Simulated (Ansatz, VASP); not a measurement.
W in VASP and in Ansatz

```
W
1.0
     0.00000    2.03000    2.03000
     2.03000    0.00000    2.03000
     2.03000    2.03000    0.00000
W
1
Direct
  0.00000 0.00000 0.00000
```

Alike in both runs: task single point; functional LDA; k mesh 12 × 12 × 12; occupations fermi-dirac, width 0.08 eV; collinear spin.

|  | VASP | Ansatz |
| --- | --- | --- |
| version | VASP 6.6.1 | Ansatz 0.2.0 |
| potentials or method | VASP PAW LDA potentials, release 64 (W_sv), cutoff 520 eV | all-electron LAPW, scalar-relativistic |

|  | VASP | Ansatz | Ansatz less VASP |
| --- | --- | --- | --- |
| pressure (GPa) | -16.8 | -18.1 | -1.32 |
| net moment per atom (μB) | 0.00 | 0.00 | 0.000 |

LDA's correlation is that of Perdew and Zunger in VASP and of Perdew and Wang (1992) in Ansatz. Ansatz ran all-electron here, and VASP with PAW potentials. Ansatz's warnings: seeded moment not kept.

Neither program's run includes spin-orbit coupling.
